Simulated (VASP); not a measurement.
Set up this calculation in VASP 6.6.1, as the native input.

* Task: single point
* Functional: LDA
* Potentials or basis: VASP PAW LDA potentials, release 64 (C)
* Cutoff: 520 eV
* k mesh: 21 × 21 × 6
* Occupations: gaussian, width 0.15 eV
* Spin: no spin polarisation
* Dipole correction: no
* Further INCAR settings: ALGO = Normal; EDIFF = 1e-06; NBANDS = 11

The structure of C lies in POSCAR:

```
C
1.0
    2.4593000000      0.0000000000      0.0000000000
   -1.2296500000      2.1298162755      0.0000000000
    0.0000000000      0.0000000000      7.5011000000
C
2
Direct
    0.3333333333      0.6666666667      0.0000000000
    0.6666666667      0.3333333333      0.0000000000
```

These files were run (other wordings do the same):

INCAR

```
SYSTEM = C
PREC = Accurate
ENCUT = 520
EDIFF = 1E-6
ISMEAR = 0
SIGMA = 0.15
LREAL = .FALSE.
LASPH = .TRUE.
NELM = 100
ALGO = Normal
ISIF = 2
LWAVE = .FALSE.
LCHARG = .FALSE.
NBANDS = 11
```

KPOINTS

```
Automatic mesh
0
G
  21 21 6
  0 0 0
```

Potentials or basis: VASP PAW LDA potentials, release 64 (C).

Run with:

```console
$ cat potpaw_LDA.64/C/POTCAR > POTCAR
$ mpirun -np 1 vasp_std > vasp.out
```

It gave:

| Property | Result |
| --- | --- |
| Pressure | -1.9 GPa |
| Band gap on the k mesh | zero (filled and empty bands touch) |

Run time: 110 s on 1 thread of Intel Xeon 8259CL, with other jobs on the host, peak memory 0.17 GiB.
